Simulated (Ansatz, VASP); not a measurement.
## One calculation of CsRb2, two programs

```
Cs Rb
1.0
     0.00000    5.04823    5.04823
     5.04823    0.00000    5.04823
     5.04823    5.04823    0.00000
Cs Rb
2 4
Cartesian
  0.0000 0.0000 0.0000
  2.5241 2.5241 2.5241
  6.3103 6.3103 6.3103
  6.3103 3.7862 3.7862
  3.7862 3.7862 6.3103
  3.7862 6.3103 3.7862
```

Alike in both runs: task relaxation of cell and atoms; functional PBE; k mesh 4 × 4 × 4; occupations gaussian, width 0.1 eV; no spin polarisation.

|  | VASP | Ansatz |
| --- | --- | --- |
| version | VASP 6.6.1 | Ansatz 0.2.0 |
| potentials or method | VASP PAW PBE potentials, release 64 (Cs_sv, Rb_sv), cutoff 600 eV | scalar-relativistic, plane waves, PAW |
| valence electrons in the cell | 54 | 54 |

```csv
,VASP,Ansatz,Ansatz less VASP
"gap on the k mesh at the Fermi level, each at its own relaxed structure (eV)",none,none,-
relaxed volume (Å³/atom),100.88,92.44,-8.438
relaxed length of the cell vector where the two differ most in proportion (Å),9.495,9.222,-0.2725
```

A gap of «none» marks a metal or a gap that the smearing closes. One of these differences is far larger than is usual between the two programs; its cause wasn't traced.

Spin-orbit coupling is off throughout. Noted on VASP's run: the volume moved by over 15 % at a fixed basis, so the end points are rough.
